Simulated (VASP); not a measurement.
# Sn (P6_422) in VASP: relaxation of cell and atoms with PBE

Aim: the relaxation of cell and atoms of Sn with PBE.

Program: VASP 6.6.1. These are calculated values, not measurements. Logs are shortened: lines on timing, memory, paths and dates and some standing lists are left out, and cuts for length are marked.

## (1) The cell of the first run

It takes space group P6_422 (No. 181, hexagonal). The conventional cell has a = 4.749 Å, b = 4.749 Å, c = 5.065 Å, α = 90.00°, β = 90.00°, γ = 120.00°. Within 3.8 Å of Sn (site symmetry 222) lie 4 Sn at 2.91 Å.

The cell was built from a structure type or drawn by symmetry, and may not be a known phase.

## (2) Relaxation of cell and atoms, PBE

INCAR

```
SYSTEM = Sn
PREC = Accurate
ENCUT = 600
EDIFF = 1E-6
ISMEAR = 0
SIGMA = 0.1
LREAL = .FALSE.
LASPH = .TRUE.
NELM = 60
ALGO = Fast
ISIF = 3
LWAVE = .FALSE.
LCHARG = .FALSE.
GGA = PE
IBRION = 2
NSW = 100
EDIFFG = -0.01
```

KPOINTS

```
regular mesh
0
G
  12 12 10
  0 0 0
```

POSCAR

```
Sn
1.0
    4.7488575758      0.0000000000      0.0000000000
   -2.3744287879      4.1126312996      0.0000000000
    0.0000000000      0.0000000000      5.0647737708
Sn
3
Direct
    0.0000000000      0.5000000000      0.3333333333
    0.5000000000      0.5000000000      0.6666666667
    0.5000000000      0.0000000000      0.0000000000
```

Potentials or basis: VASP PAW PBE potentials, release 64 (Sn_d).

Started as:

```console
cat potpaw_PBE.64/Sn_d/POTCAR > POTCAR
mpirun -np 1 vasp_std > vasp.out
```

OUTCAR:

```text
SYSTEM = Sn
   PREC = Accurate
   ENCUT = 600
   EDIFF = 1E-6
   ISMEAR = 0
   LREAL = .FALSE.
   LASPH = .TRUE.
   NELM = 60
   ISIF = 3
   GGA = PE
   IBRION = 2
   NSW = 100
   EDIFFG = -0.01

 ion  position               nearest neighbor table
   1  0.000  0.500  0.333-   3 2.91   3 2.91   2 2.91   2 2.91
   2  0.500  0.500  0.667-   3 2.91   3 2.91   1 2.91   1 2.91
   3  0.500  0.000  0.000-   1 2.91   2 2.91   2 2.91   1 2.91

  LATTYP: Found a hexagonal cell.
 ALAT       =     4.7488575758
 C/A-ratio  =     1.0665246725

  Lattice vectors:

 A1 = (   4.7488575758,   0.0000000000,   0.0000000000)
 A2 = (  -2.3744287879,   4.1126312996,   0.0000000000)
 A3 = (   0.0000000000,   0.0000000000,   5.0647737708)

Analysis of symmetry for initial positions (statically):
=====================================================================
 Subroutine PRICEL returns:
 Original cell was already a primitive cell.

 Routine SETGRP: Setting up the symmetry group for a
 hexagonal supercell.

 Subroutine GETGRP returns: Found 12 space group operations
 (whereof  4 operations were pure point group operations)
 out of a pool of 24 trial point group operations.

The static configuration has the point symmetry D_2 .
 The point group associated with its full space group is D_6 .

Analysis of symmetry for dynamics (positions and initial velocities):
=====================================================================
 Subroutine PRICEL returns:
 Original cell was already a primitive cell.

 Routine SETGRP: Setting up the symmetry group for a
 hexagonal supercell.

 Subroutine GETGRP returns: Found 12 space group operations
 (whereof  4 operations were pure point group operations)
 out of a pool of 24 trial point group operations.

The dynamic configuration has the point symmetry D_2 .
 The point group associated with its full space group is D_6 .

 Subroutine INISYM returns: Found 12 space group operations
 (whereof  4 operations are pure point group operations),
 and found     1 'primitive' translations

----------------------------------------------------------------------------------------

                                     Primitive cell

  volume of cell :      98.9166

  direct lattice vectors                    reciprocal lattice vectors
     4.748857576  0.000000000  0.000000000     0.210576962  0.121576666  0.000000000
    -2.374428788  4.112631300  0.000000000     0.000000000  0.243153331  0.000000000
     0.000000000  0.000000000  5.064773771     0.000000000  0.000000000  0.197442185

  length of vectors
     4.748857576  4.748857576  5.064773771     0.243153331  0.243153331  0.197442185

  position of ions in fractional coordinates (direct lattice)
     1.000000000  0.500000000  0.333333333
     0.500000000  0.500000000  0.666666667
     0.500000000  0.000000000  0.000000000

  ion indices of the primitive-cell ions
   primitive index   ion index
                 1           1
                 2           2
                 3           3

----------------------------------------------------------------------------------------

 KPOINTS: regular mesh

Automatic generation of k-mesh.
 Grid dimensions read from file:
 generate k-points for:   12   12   10

 Generating k-lattice:

  Cartesian coordinates                     Fractional coordinates (reciprocal lattice)
     0.017548080  0.010131389  0.000000000     0.083333333 -0.000000000  0.000000000
     0.000000000  0.020262778  0.000000000     0.000000000  0.083333333  0.000000000
     0.000000000  0.000000000  0.019744219     0.000000000  0.000000000  0.100000000

  Length of vectors
     0.020262778  0.020262778  0.019744219

  Shift w.r.t. Gamma in fractional coordinates (k-lattice)
     0.000000000  0.000000000  0.000000000

 Subroutine IBZKPT returns following result:
 ===========================================

 Found    114 irreducible k-points:

 Following reciprocal coordinates:
            Coordinates               Weight
  0.000000  0.000000  0.000000      1.000000
  0.083333 -0.000000  0.000000      6.000000
  0.166667 -0.000000  0.000000      6.000000
  0.250000 -0.000000  0.000000      6.000000
  0.333333 -0.000000  0.000000      6.000000
  0.416667 -0.000000  0.000000      6.000000
[... 16 lines left out ...]
  0.250000 -0.000000  0.100000     12.000000
  0.333333 -0.000000  0.100000     12.000000
 [... further k-points ...]
   k-points           NKPTS =    114   k-points in BZ     NKDIM =    114   number of bands    NBANDS=     25
   number of dos      NEDOS =    301   number of ions     NIONS =      3
   total plane-waves  NPLWV =  64000
   dimension x,y,z NGX =    40 NGY =   40 NGZ =   40
   dimension x,y,z NGXF=    80 NGYF=   80 NGZF=   80
   ions per type =               3
   NGX,Y,Z   is equivalent  to a cutoff of  14.00, 14.00, 13.13 a.u.
   NGXF,Y,Z  is equivalent  to a cutoff of  28.01, 28.01, 26.26 a.u.
 SYSTEM =  Sn
   PREC   = accura    normal or accurate (medium, high low for compatibility)
   ISTART =      0    job   : 0-new  1-cont  2-samecut
   ICHARG =      2    charge: 1-file 2-atom 10-const
   ISPIN  =      1    spin polarized calculation?
   LNONCOLLINEAR =      F non collinear calculations
   LSORBIT =      F    spin-orbit coupling
   LASPH  =      T    aspherical Exc in radial PAW
   ENCUT  =  600.0 eV  44.10 Ry    6.64 a.u.   9.48  9.48 10.12*2*pi/ulx,y,z
   NELM   =     60;   NELMIN=  2; NELMDL= -5     # of ELM steps
   EDIFF  = 0.1E-05   stopping-criterion for ELM
   LREAL  =      F    real-space projection
   EDIFFG = -.1E-01   stopping-criterion for IOM
   NSW    =    100    number of steps for IOM
   IBRION =      2    ionic relax: 0-MD 1-quasi-New 2-CG
   NFREE  =      1    steps in history (QN), initial steepest desc. (CG)
   ISIF   =      3    stress and relaxation
   ISYM   =      2    0-nonsym 1-usesym 2-fastsym
   POTIM  = 0.5000    time-step for ionic-motion
   TEBEG  =    0.0;   TEEND  =   0.0 temperature during run
   PSTRESS=    0.0 pullay stress
   NELECT =      42.0000    total number of electrons
   NUPDOWN=      -1.0000    fix difference up-down
   EMIN   =  10.00;   EMAX   =-10.00  energy-range for DOS
   EFERMI =   0.00;   METHOD = LEGACY
   ISMEAR =     0;   SIGMA  =   0.10  broadening in eV -4-tet -1-fermi 0-gaus
   EFERMI_NEDOS =   21; number of points for ismear=-14 and -15
   IALGO  =     68    algorithm
   IMIX   =      4    mixing-type and parameters
     AMIX     =   0.40;   BMIX     =  1.00
     AMIX_MAG =   1.60;   BMIX_MAG =  1.00
  volume/ion in A,a.u.               =      32.97       222.51
  Fermi-wavevector in a.u.,A,eV,Ry     =   1.230462  2.325236 20.599726  1.514037
  Thomas-Fermi vector in A             =   2.365310
   LORBIT       =      0    0 simple, 1 ext, 2 COOP (PROOUT), +10 PAW based schemes
   GGA     = PE    functional components
   LHFCALC =     F    Hartree Fock is set to
   AEXX    =    0.0000 exact exchange contribution
   IVDW    =     0    specifies the selected vdW correction
   LEPSILON=     F    determine dielectric tensor
   LRPA    =     F    only Hartree local field effects (RPA)
 conjugate gradient relaxation of ions
 non-spin polarized calculation
 RMM-DIIS sequential band-by-band and
 Gauss-broadening in eV      SIGMA  =   0.10
  energy-cutoff  :      600.00
  volume of cell :       98.92
 maximum number of plane-waves:      3334
 NGX is ok and might be reduce to    40
   NGX = 19   NGY = 19   NGZ = 21

--------------------------------------- Ionic step        1  -------------------------------------------

 number of electron      42.0000012 magnetization

 Free energy of the ion-electron system (eV)
  ---------------------------------------------------
  ext. energy  EPLUGINS =         0.00000000
  ---------------------------------------------------
  free energy    TOTEN  =       -11.22629067 eV

  energy without entropy =      -11.22445112  energy(sigma->0) =      -11.22537089

------------------------ aborting loop because EDIFF is reached ----------------------------------------

  FORCE on cell =-STRESS in cart. coord.  units (eV):
  Direction    XX          YY          ZZ          XY          YZ          ZX
  --------------------------------------------------------------------------------------
  -------------------------------------------------------------------------------------
  Total       -0.0411046     -0.0411046     -0.0381247      0.0000000      0.0000000      0.0000000
  in kB       -0.6657816     -0.6657816     -0.6175151      0.0000000      0.0000000      0.0000000
  external PRESSURE =      -0.6496927 kB  Pullay stress =       0.0000000 kB
[... 133 lines left out ...]
  energy  without entropy=      -11.2244652742  energy(sigma->0) =      -11.22538173

--------------------------------------- Ionic step        5  -------------------------------------------

 number of electron      42.0000012 magnetization

 Free energy of the ion-electron system (eV)
  ---------------------------------------------------
  ext. energy  EPLUGINS =         0.00000000
  ---------------------------------------------------
  free energy    TOTEN  =       -11.22630056 eV

  energy without entropy =      -11.22446679  energy(sigma->0) =      -11.22538368

 E-fermi :   5.7016     XC(G=0):  -9.2500

 val. band max:        5.6827952099   @ k =   0.0833   0.0833   0.4000
 cond. band min:       5.7146901147   @ k =   0.3333  -0.0000   0.5000
 fundamental gap:      0.0318949047
 Fermi energy:         5.7016080569

 k-point     1 :       0.0000    0.0000    0.0000
  band No.  band energies     occupation
      1     -15.7354      2.00000
      2     -15.7354      2.00000
      3     -15.6687      2.00000
      4     -15.6661      2.00000
      5     -15.6661      2.00000
      6     -15.6610      2.00000
[... 661 lines left out ...]
     24       8.2648      0.00000
     25       9.5298      0.00000

 [... further k-points ...]

------------------------ aborting loop because EDIFF is reached ----------------------------------------

  FORCE on cell =-STRESS in cart. coord.  units (eV):
  Direction    XX          YY          ZZ          XY          YZ          ZX
  --------------------------------------------------------------------------------------
  -------------------------------------------------------------------------------------
  Total       -0.0022905     -0.0022905      0.0013828      0.0000000      0.0000000     -0.0000000
  in kB       -0.0371459     -0.0371459      0.0224256      0.0000000      0.0000000     -0.0000000
  external PRESSURE =      -0.0172887 kB  Pullay stress =       0.0000000 kB
[... 18 lines left out ...]
  FREE ENERGIE OF THE ION-ELECTRON SYSTEM (eV)
  ---------------------------------------------------
  free  energy   TOTEN  =       -11.2263005643 eV

  energy  without entropy=      -11.2244667892  energy(sigma->0) =      -11.22538368

 reached required accuracy - stopping structural energy minimisation
```

It took 9.3 min on 1 thread of Intel Xeon 6975P-C (Granite Rapids), shared host; peak memory 0.42 GiB.

Results:

```yaml
Free_energy: -11.2263 eV
Relaxed_volume: 32.93 Å³/atom
Relaxed_cell: a = 4.747 Å, b = 4.747 Å, c = 5.063 Å, α = 90.00°, β = 90.00°, γ = 120.00°
Space_group_after_relaxing_to_0.1_Å: P6_422 (No. 181)
Energy_gained_by_relaxing: 0.0 meV/atom
Ionic_steps: 5
Pressure_after_relaxing: 0.0 GPa
Band_gap_on_the_k_mesh: zero (bands 21 and 22 overlap by 0.61 eV)
```

Final structure:
```yaml
crystal:
  lattice:
    - [4.74685, 0.00000, 0.00000]
    - [-2.37342, 4.11089, 0.00000]
    - [0.00000, 0.00000, 5.06278]
  atoms:
    - { symbol: Sn, position: [0.00000, 0.50000, 0.33333] }
    - { symbol: Sn, position: [0.50000, 0.50000, 0.66667] }
    - { symbol: Sn, position: [0.50000, 0.00000, 0.00000] }
```

Caveat: spin-orbit coupling is left out, which moves the levels of the heavy elements.
